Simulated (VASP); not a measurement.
MgO2, 3 atoms in the cell. It takes space group R-3m (No. 166, trigonal). Conventional cell: a = 3.161 Å, b = 3.161 Å, c = 10.167 Å, α = 90.00°, β = 90.00°, γ = 120.00°. Mg (site symmetry -3m) has 6 O at 2.07 Å within 2.7 Å. Within 1.9 Å of O (site symmetry 3m) lie 1 O at 1.45 Å.  This cell differs from its parent crystal: strain -0.015 along x and y, -0.030 along z.

| Quantity | Value |
| --- | --- |
| Program | VASP 6.6.1 |
| Task | single point |
| Functional | r2SCAN |
| Potentials or basis | VASP PAW PBE potentials, release 64 (Mg, O) |
| Cutoff | 520 eV |
| k mesh | 12 × 12 × 12 |
| Occupations | gaussian, width 0.05 eV |
| Spin | no spin polarisation |
| Dipole correction | no |
| Further INCAR settings | ALGO = Normal; EDIFF = 1e-06; NBANDS = 14 |

Potentials or basis: VASP PAW PBE potentials, release 64 (Mg, O).

Launch:

```bash
$ cat potpaw_PBE.64/Mg/POTCAR potpaw_PBE.64/O/POTCAR > POTCAR
$ cp INCAR.step1 INCAR
$ mpirun -np 1 vasp_std > vasp.out
$ cp INCAR.step2 INCAR
$ mpirun -np 1 vasp_std > vasp.out
```

Hardware: 1 thread of Intel Xeon 8259CL, on a shared host.

**Question.** How long does it take, and how much memory?

**Answer.** Run time: 8.9 min on 1 thread of Intel Xeon 8259CL (shared host), peak memory 0.23 GiB. Counts: k points 189.
